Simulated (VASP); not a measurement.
# As in VASP: relaxation of the atoms with PBE+D3(BJ)

Aim: the relaxation of the atoms of As with PBE+D3(BJ).

Everything below comes from runs of VASP 6.6.1. Logs are shortened: lines on timing, memory, paths and dates and some standing lists are left out, and cuts for length are marked.

## Step 1: The cell of the first run

The cell holds a slab with vacuum, 4 atoms: a = 3.572 Å, b = 3.572 Å, c = 20.295 Å, α = 90.00°, β = 90.00°, γ = 120.00°.

## Step 2: Relaxation of the atoms, PBE+D3(BJ)

INCAR

```
PREC     = Accurate       # precision mode
ENCUT    = 520            # plane-wave cutoff, eV
EDIFF    = 1E-7           # SCF threshold, eV
ISMEAR   = 0              # smearing method
SIGMA    = 0.05           # smearing width, eV
LREAL    = F              # projectors in reciprocal space
LASPH    = T              # aspherical terms in the spheres
NELM     = 60             # most SCF steps
ALGO     = Normal         # electronic algorithm
ISIF     = 2              # what is computed and relaxed
LWAVE    = F              # write WAVECAR
LCHARG   = F              # write CHGCAR
LDIPOL   = T            
IDIPOL   = 3            
DIPOL    = 0.5 0.5 0.377
GGA      = PE             # functional
IVDW     = 12             # dispersion correction
IBRION   = 2              # ionic algorithm
NSW      = 40             # ionic steps
EDIFFG   = -0.003         # ionic threshold
```

KPOINTS

```
Automatic mesh
0
Gamma
  9 9 1
```

POSCAR

```
As
1.0
    3.5716242980      0.0000000000      0.0000000000
   -1.7858121490      3.0931173748      0.0000000000
    0.0000000000      0.0000000000     20.2951239168
As
4
Selective dynamics
Direct
    0.3333333333      0.6666666667      0.2217281362  F F F
    0.6666666667      0.3333333333      0.2905900936  F F T
    0.6666666667      0.3333333333      0.4641293149  F F T
    1.0000000000      0.0000000000      0.5329912722  F F T
```

Potentials or basis: VASP PAW PBE potentials, release 64 (As).

On the command line:

```bash
cat potpaw_PBE.64/As/POTCAR > POTCAR
mpirun -np 1 vasp_std > vasp.out
```

OUTCAR:

```text
PREC = Accurate
   ENCUT = 520
   EDIFF = 1E-7
   ISMEAR = 0
   LREAL = F
   LASPH = T
   NELM = 60
   ISIF = 2
   GGA = PE
   IVDW = 12
   IBRION = 2
   NSW = 40
   EDIFFG = -0.003
 IVDW          = 12

 ion  position               nearest neighbor table
   1  0.333  0.667  0.222-   2 2.49   2 2.49   2 2.49
   2  0.667  0.333  0.291-   1 2.49   1 2.49   1 2.49
   3  0.667  0.333  0.464-   4 2.49   4 2.49   4 2.49
   4  0.000  0.000  0.533-   3 2.49   3 2.49   3 2.49

  LATTYP: Found a hexagonal cell.
 ALAT       =     3.5716242980
 C/A-ratio  =     5.6823232858

  Lattice vectors:

 A1 = (   3.5716242980,   0.0000000000,   0.0000000000)
 A2 = (  -1.7858121490,   3.0931173748,   0.0000000000)
 A3 = (   0.0000000000,   0.0000000000,  20.2951239168)

Analysis of symmetry for initial positions (statically):
=====================================================================
 Subroutine PRICEL returns:
 Original cell was already a primitive cell.

 Routine SETGRP: Setting up the symmetry group for a
 hexagonal supercell.

 Subroutine GETGRP returns: Found 12 space group operations
 (whereof  6 operations were pure point group operations)
 out of a pool of 24 trial point group operations.

The static configuration has the point symmetry C_3v.
 The point group associated with its full space group is D_3d.

Analysis of symmetry for dynamics (positions and initial velocities):
=====================================================================
 Subroutine PRICEL returns:
 Original cell was already a primitive cell.

 Routine SETGRP: Setting up the symmetry group for a
 hexagonal supercell.

 Subroutine GETGRP returns: Found 12 space group operations
 (whereof  6 operations were pure point group operations)
 out of a pool of 24 trial point group operations.

The dynamic configuration has the point symmetry C_3v.
 The point group associated with its full space group is D_3d.

Analysis of constrained symmetry for selective dynamics:
=====================================================================
 Subroutine PRICEL returns:
 Original cell was already a primitive cell.

 Routine SETGRP: Setting up the symmetry group for a
 hexagonal supercell.

 Subroutine GETGRP returns: Found  6 space group operations
 (whereof  6 operations were pure point group operations)
 out of a pool of 24 trial point group operations.

The constrained configuration has the point symmetry C_3v.

 Subroutine INISYM returns: Found  6 space group operations
 (whereof  6 operations are pure point group operations),
 and found     1 'primitive' translations

----------------------------------------------------------------------------------------

                                     Primitive cell

  volume of cell :     224.2094

  direct lattice vectors                    reciprocal lattice vectors
     3.571624298  0.000000000  0.000000000     0.279984656  0.161649216  0.000000000
    -1.785812149  3.093117375  0.000000000     0.000000000  0.323298433  0.000000000
     0.000000000  0.000000000 20.295123917     0.000000000  0.000000000  0.049272919

  length of vectors
     3.571624298  3.571624298 20.295123917     0.323298433  0.323298433  0.049272919

  position of ions in fractional coordinates (direct lattice)
     0.333333333  0.666666667  0.221728136
     0.666666667  0.333333333  0.290590094
     0.666666667  0.333333333  0.464129315
     0.000000000  0.000000000  0.532991272

  ion indices of the primitive-cell ions
   primitive index   ion index
                 1           1
                 2           2
                 3           3
                 4           4

----------------------------------------------------------------------------------------

 KPOINTS: Automatic mesh

Automatic generation of k-mesh.
 Grid dimensions read from file:
 generate k-points for:    9    9    1

 Generating k-lattice:

  Cartesian coordinates                     Fractional coordinates (reciprocal lattice)
     0.031109406  0.017961024  0.000000000     0.111111111  0.000000000  0.000000000
     0.000000000  0.035922048  0.000000000     0.000000000  0.111111111  0.000000000
[... 25 lines left out ...]
  0.333333  0.222222  0.000000     12.000000
  0.333333  0.333333  0.000000      2.000000
   k-points           NKPTS =     12   k-points in BZ     NKDIM =     12   number of bands    NBANDS=     14
   number of dos      NEDOS =    301   number of ions     NIONS =      4
   total plane-waves  NPLWV = 125440
   dimension x,y,z NGX =    28 NGY =   28 NGZ =  160
   dimension x,y,z NGXF=    56 NGYF=   56 NGZF=  320
   ions per type =               4
   NGX,Y,Z   is equivalent  to a cutoff of  13.03, 13.03, 13.11 a.u.
   NGXF,Y,Z  is equivalent  to a cutoff of  26.07, 26.07, 26.21 a.u.
 SYSTEM =  unknown system
   PREC   = accura    normal or accurate (medium, high low for compatibility)
   ISTART =      0    job   : 0-new  1-cont  2-samecut
   ICHARG =      2    charge: 1-file 2-atom 10-const
   ISPIN  =      1    spin polarized calculation?
   LNONCOLLINEAR =      F non collinear calculations
   LSORBIT =      F    spin-orbit coupling
   LASPH  =      T    aspherical Exc in radial PAW
   ENCUT  =  520.0 eV  38.22 Ry    6.18 a.u.   6.64  6.64 37.74*2*pi/ulx,y,z
   NELM   =     60;   NELMIN=  2; NELMDL= -5     # of ELM steps
   EDIFF  = 0.1E-06   stopping-criterion for ELM
   LREAL  =      F    real-space projection
   EDIFFG = -.3E-02   stopping-criterion for IOM
   NSW    =     40    number of steps for IOM
   IBRION =      2    ionic relax: 0-MD 1-quasi-New 2-CG
   NFREE  =      1    steps in history (QN), initial steepest desc. (CG)
   ISIF   =      2    stress and relaxation
   ISYM   =      2    0-nonsym 1-usesym 2-fastsym
   POTIM  = 0.5000    time-step for ionic-motion
   TEBEG  =    0.0;   TEEND  =   0.0 temperature during run
   PSTRESS=    0.0 pullay stress
   NELECT =      20.0000    total number of electrons
   NUPDOWN=      -1.0000    fix difference up-down
   EMIN   =  10.00;   EMAX   =-10.00  energy-range for DOS
   EFERMI =   0.00;   METHOD = LEGACY
   ISMEAR =     0;   SIGMA  =   0.05  broadening in eV -4-tet -1-fermi 0-gaus
   EFERMI_NEDOS =   21; number of points for ismear=-14 and -15
   IALGO  =     38    algorithm
   IMIX   =      4    mixing-type and parameters
     AMIX     =   0.40;   BMIX     =  1.00
     AMIX_MAG =   1.60;   BMIX_MAG =  1.00
  volume/ion in A,a.u.               =      56.05       378.26
  Fermi-wavevector in a.u.,A,eV,Ry     =   0.731476  1.382290  7.279898  0.535057
  Thomas-Fermi vector in A             =   1.823703
   LORBIT       =      0    0 simple, 1 ext, 2 COOP (PROOUT), +10 PAW based schemes
   GGA     = PE    functional components
   LHFCALC =     F    Hartree Fock is set to
   AEXX    =    0.0000 exact exchange contribution
   IVDW    =    12    specifies the selected vdW correction
   LEPSILON=     F    determine dielectric tensor
   LRPA    =     F    only Hartree local field effects (RPA)
 conjugate gradient relaxation of ions
 non-spin polarized calculation
 Gauss-broadening in eV      SIGMA  =   0.05
  energy-cutoff  :      520.00
  volume of cell :      224.21
 maximum number of plane-waves:      6099
 NGX is ok and might be reduce to    28
   NGX = 13   NGY = 13   NGZ = 75

--------------------------------------- Ionic step        1  -------------------------------------------

 number of electron      20.0000000 magnetization

 Free energy of the ion-electron system (eV)
  ---------------------------------------------------
  ext. energy  EPLUGINS =         0.00000000
  ---------------------------------------------------
  free energy    TOTEN  =       -18.57612198 eV

  energy without entropy =      -18.57612198  energy(sigma->0) =      -18.57612198

------------------------ aborting loop because EDIFF is reached ----------------------------------------

 Edisp (eV)   -1.05353

 E8    (eV) :    -0.4587
[... 111 lines left out ...]
  FREE ENERGIE OF THE ION-ELECTRON SYSTEM (eV)
  ---------------------------------------------------
  free  energy   TOTEN  =       -19.6301249454 eV

  energy  without entropy=      -19.6301249454  energy(sigma->0) =      -19.63012495

[... ionic steps 4 to 15 ...]

--------------------------------------- Ionic step       16  -------------------------------------------

 number of electron      20.0000002 magnetization

------------------------ aborting loop because EDIFF is reached ----------------------------------------
[... 73 lines left out ...]
  FREE ENERGIE OF THE ION-ELECTRON SYSTEM (eV)
  ---------------------------------------------------
  free  energy   TOTEN  =       -19.6427197361 eV

  energy  without entropy=      -19.6427197361  energy(sigma->0) =      -19.64271974

 dipolmoment           0.000000      0.000000     -0.000002 electrons x Angstroem

--------------------------------------- Ionic step       18  -------------------------------------------

 number of electron      20.0000002 magnetization

 dipolmoment           0.000000      0.000000      0.000011 electrons x Angstroem

 Free energy of the ion-electron system (eV)
  ---------------------------------------------------
  ext. energy  EPLUGINS =         0.00000000
  ---------------------------------------------------
  free energy    TOTEN  =       -18.62315614 eV

  energy without entropy =      -18.62315614  energy(sigma->0) =      -18.62315614

 E-fermi :  -1.2411     XC(G=0):  -4.7254

 val. band max:       -1.4710629806   @ k =   0.0000   0.0000   0.0000
 cond. band min:      -0.2259436685   @ k =   0.3333   0.0000   0.0000
 fundamental gap:      1.2451193122
 Fermi energy:        -1.2411125619

 k-point     1 :       0.0000    0.0000    0.0000
  band No.  band energies     occupation
      1     -15.1884      2.00000
      2     -15.1481      2.00000
      3      -9.0019      2.00000
      4      -8.6649      2.00000
      5      -2.7643      2.00000
      6      -1.6498      2.00000
      7      -1.5033      2.00000
      8      -1.5033      2.00000
      9      -1.4711      2.00000
     10      -1.4711      2.00000
     11       0.4138      0.00000
     12       0.8387      0.00000
     13       1.9666      0.00000
     14       1.9666      0.00000
[... 175 lines left out ...]
      3     -11.5250      2.00000
      4     -11.4847      2.00000
      5      -6.0081      2.00000
      6      -6.0070      2.00000
      7      -3.9659      2.00000
      8      -3.6126      2.00000
      9      -3.6124      2.00000
     10      -3.2971      2.00000
     11       0.3106      0.00000
     12       0.3108      0.00000
     13       2.5529      0.00000
     14       2.9746      0.00000

------------------------ aborting loop because EDIFF is reached ----------------------------------------

 vacuum level on the upper side and lower side of the slab       (xc-potential included)        -0.104        -0.079

 Edisp (eV)   -1.01957

 E8    (eV) :    -0.4437

  FORCE on cell =-STRESS in cart. coord.  units (eV):
  Direction    XX          YY          ZZ          XY          YZ          ZX
  --------------------------------------------------------------------------------------
  -------------------------------------------------------------------------------------
  Total       0.03880     0.03880    -0.02948     0.00000     0.00000     0.00000
  in kB       0.27725     0.27725    -0.21066     0.00000     0.00000     0.00000
  external pressure =        0.11 kB  Pullay stress =        0.00 kB
[... 19 lines left out ...]
  FREE ENERGIE OF THE ION-ELECTRON SYSTEM (eV)
  ---------------------------------------------------
  free  energy   TOTEN  =       -19.6427217750 eV

  energy  without entropy=      -19.6427217750  energy(sigma->0) =      -19.64272177

 reached required accuracy - stopping structural energy minimisation

 vacuum level on the upper side and lower side of the slab         3.675         3.702
```

Run time: 14 min. Hardware: 1 thread of Intel Xeon 8259CL, shared host; peak memory 0.37 GiB.

What came out:

| Property | Result |
| --- | --- |
| Free energy | -19.6427 eV |
| Energy gained by relaxing | 3.3 meV/atom |
| Ionic steps | 18 |
| Band gap on the k mesh | 1.25 eV (least direct gap 1.76 eV) |
| Dispersion energy per atom | -0.255 eV |

The path:
| step | energy change (eV) | largest force on free atoms (eV/Å) | pressure (GPa) |
| --- | --- | --- | --- |
| 1 | 0.0000 | 0.1235 | 0.28 |
| 2 | -0.0005 | 0.0720 | 0.22 |
| 3 | -0.0005 | 0.1006 | 0.20 |
| 4 | -0.0009 | 0.0996 | 0.20 |
| 5 | -0.0023 | 0.0968 | 0.17 |
| 6 | -0.0045 | 0.0915 | 0.13 |
| 7 | -0.0077 | 0.1332 | 0.04 |
| 8 | -0.0092 | 0.2877 | -0.13 |
| 9 | -0.0097 | 0.2703 | -0.12 |
| 10 | -0.0110 | 0.2182 | -0.09 |
| 11 | -0.0125 | 0.1142 | -0.02 |
| 12 | -0.0115 | 0.1686 | 0.13 |
| 13 | -0.0128 | 0.0789 | 0.03 |
| 14 | -0.0130 | 0.0346 | 0.02 |
| 15 | -0.0131 | 0.0120 | 0.00 |
| 16 | -0.0131 | 0.0094 | 0.00 |
| 17 | -0.0131 | 0.0058 | 0.01 |
| 18 | -0.0131 | 0.0025 | 0.01 |

Final structure:
```
As
1.0
     3.57162    0.00000    0.00000
    -1.78581    3.09312    0.00000
     0.00000    0.00000   20.29512
As
4
Cartesian
  0.0000 2.0621 4.5000
  1.7858 1.0310 5.9051
  1.7858 1.0310 9.6944
  0.0000 0.0000 11.0993
```
